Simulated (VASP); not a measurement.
Write the native input for VASP 6.6.1 that does the following.

- Task: single point
- Functional: PBE
- Potentials or basis: VASP PAW PBE potentials, release 64 (Al)
- Cutoff: 520 eV
- k mesh: 11 × 11 × 6
- Occupations: fermi-dirac, width 0.05 eV
- Spin: no spin polarisation
- Dipole correction: no
- Further INCAR settings: ALGO = Normal; EDIFF = 1e-06; NBANDS = 10

The structure of Al lies in POSCAR:

```
Al
1.0
    2.8494655872      0.0000000000      0.0000000000
   -1.4247327935      2.4677095857      0.0000000000
    0.0000000000      0.0000000000      4.9308948445
Al
2
Direct
    0.3333333333      0.6666666667      0.2500000000
    0.6666666667      0.3333333333      0.7500000000
```

This cell differs from its parent crystal: volume scaled by 1.04.

These files were run (other wordings do the same):

INCAR

```
SYSTEM = Al
PREC     = Accurate       ! precision mode
ENCUT    = 520            ! plane-wave cutoff, eV
EDIFF    = 1E-6           ! SCF threshold, eV
ISMEAR   = -1             ! smearing method
SIGMA    = 0.05           ! smearing width, eV
LREAL    = .False.        ! projectors in reciprocal space
LASPH    = .True.         ! aspherical terms in the spheres
NELM     = 60             ! most SCF steps
ALGO     = Normal         ! electronic algorithm
ISIF     = 2              ! what is computed and relaxed
LWAVE    = .False.        ! write WAVECAR
LCHARG   = .False.        ! write CHGCAR
GGA      = PE             ! functional
NBANDS   = 10             ! bands
```

KPOINTS

```
Automatic mesh
0
Gamma
  11 11 6
  0 0 0
```

Potentials or basis: VASP PAW PBE potentials, release 64 (Al).

Launch:

```console
$ cat potpaw_PBE.64/Al/POTCAR > POTCAR
$ mpirun -np 1 vasp_std > vasp.out
```

It gave:

```json
{
  "Pressure": "-2.6 GPa",
  "Band gap on the k mesh": "zero (band 3 reaches 10.89 eV, above the bottom of band 4 at 4.59 eV)"
}
```

Run time: 7.2 s on 1 thread of Intel Xeon 6975P-C, with other jobs on the host, peak memory 0.16 GiB.
